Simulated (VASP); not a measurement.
Write the native input for VASP 6.6.1 that does the following.

| Quantity | Value |
| --- | --- |
| Task | single point |
| Functional | PBEsol |
| Potentials or basis | VASP PAW PBE potentials, release 64 (Ru_pv) |
| Cutoff | 520 eV |
| k mesh | 18 × 18 × 10 |
| Occupations | gaussian, width 0.15 eV |
| Spin | no spin polarisation |
| Dipole correction | no |
| Further INCAR settings | ALGO = Fast; EDIFF = 1e-07; NBANDS = 21 |

The structure of Ru lies in POSCAR:

```
Ru
1.0
    2.6896847532      0.0000000000      0.0000000000
   -1.3448423766      2.3293353245      0.0000000000
    0.0000000000      0.0000000000      4.2523798378
Ru
2
Direct
    0.3133061610      0.6266123220      0.2500000000
    0.6866938390      0.3733876780      0.7500000000
```

One way to write it, as run:

INCAR

```
PREC     = Accurate       # precision mode
ENCUT    = 520            # plane-wave cutoff, eV
EDIFF    = 1E-7           # SCF threshold, eV
ISMEAR   = 0              # smearing method
SIGMA    = 0.15           # smearing width, eV
LREAL    = F              # projectors in reciprocal space
LASPH    = T              # aspherical terms in the spheres
NELM     = 80             # most SCF steps
ALGO     = Fast           # electronic algorithm
ISIF     = 2              # what is computed and relaxed
LWAVE    = F              # write WAVECAR
LCHARG   = F              # write CHGCAR
GGA      = PS             # functional
NBANDS   = 21             # bands
```

KPOINTS

```
regular mesh
0
Gamma
  18 18 10
```

Potentials or basis: VASP PAW PBE potentials, release 64 (Ru_pv).

Command:

```bash
$ cat potpaw_PBE.64/Ru_pv/POTCAR > POTCAR
$ mpirun -np 1 vasp_std > vasp.out
```

Results of the run:

| Item | Value |
| --- | --- |
| Pressure | 1.6 GPa |
| Largest force | 1.444 eV/Å |
| Band gap on the k mesh | zero (band 14 reaches 14.80 eV, above the bottom of band 15 at 11.57 eV) |

Caveat: the PAW data sets were made with another functional, which shifts forces and pressure a little.

Wall time 110 s on 1 thread of AMD EPYC 9R45 96-Core Processor (Zen 5), with other jobs on the host, peak memory 0.3 GiB.
